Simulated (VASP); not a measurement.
# C: relaxation of the atoms with LDA

C, a slab with vacuum:

```xyz
6
Lattice="2.4973 0.0000 0.0000 0.0000 3.5317 0.0000 0.0000 0.0000 18.4973" Properties=species:S:1:pos:R:3 pbc="T T T"
C     1.8730    0.3460    8.1307
C     0.6243    3.1857    8.1307
C     0.6243    2.1539    9.2487
C     1.8730    1.3778    9.2487
C     1.8730    0.3460   10.3666
C     0.6243    3.1857   10.3666
```

```json
{
  "Program": "VASP 6.6.1",
  "Task": "relaxation of the atoms",
  "Functional": "LDA",
  "Potentials or basis": "VASP PAW LDA potentials, release 64 (C)",
  "Cutoff": "520 eV",
  "k mesh": "10 × 7 × 1",
  "Occupations": "fermi-dirac, width 0.02 eV",
  "Spin": "no spin polarisation",
  "Dipole correction": "yes",
  "Further INCAR settings": "ALGO = Normal; EDIFF = 1e-06; IBRION = 2; EDIFFG = -0.01; NSW = 32"
}
```

- Energy gained by relaxing: 0.1 meV/atom
- Ionic steps: 5
- Largest force after relaxing: 0.008 eV/Å
- Band gap on the k mesh: zero (bands 12 and 13 overlap by 0.81 eV)

Forces on the atoms (eV/Å):
```
C    0.000 -0.007 -0.003
C    0.000  0.007 -0.003
C    0.000 -0.005  0.000
C    0.000  0.005  0.000
C    0.000 -0.007  0.003
C    0.000  0.007  0.003
```

The path:
| step | energy change (eV) | largest force (eV/Å) | pressure (GPa) |
| --- | --- | --- | --- |
| 1 | 0.0000 | 0.0585 | 2.45 |
| 2 | -0.0002 | 0.1012 | 2.29 |
| 3 | -0.0003 | 0.0666 | 2.33 |
| 4 | -0.0004 | 0.0244 | 2.24 |
| 5 | -0.0004 | 0.0077 | 2.26 |

Final structure:
```cif
data_structure
_symmetry_space_group_name_H-M 'P 1'
_symmetry_Int_Tables_number 1
_cell_length_a 2.4973
_cell_length_b 3.5317
_cell_length_c 18.4973
_cell_angle_alpha 90.000
_cell_angle_beta 90.000
_cell_angle_gamma 90.000
_cell_volume 163.14
loop_
_atom_site_label
_atom_site_type_symbol
_atom_site_fract_x
_atom_site_fract_y
_atom_site_fract_z
_atom_site_occupancy
C1 C 0.75000 0.09819 0.43937 1
C2 C 0.25000 0.90181 0.43937 1
C3 C 0.25000 0.61002 0.50000 1
C4 C 0.75000 0.38998 0.50000 1
C5 C 0.75000 0.09819 0.56063 1
C6 C 0.25000 0.90181 0.56063 1
```

Levels at points of the mesh, in eV from the Fermi level:
```
           k point  band 9  band 10  band 11  band 12  band 13  band 14  band 15  band 16
(0.00, 0.00, 0.00)   -4.39    -2.26    -2.24     0.63     0.89     5.29     5.39     5.44
(0.50, 0.00, 0.00)   -5.09    -5.09    -1.72    -1.72     1.30     1.30     6.73     6.73
```

Run time: 3 min on 1 thread of AMD EPYC 7R13, with other jobs on the host, peak memory 0.19 GiB.
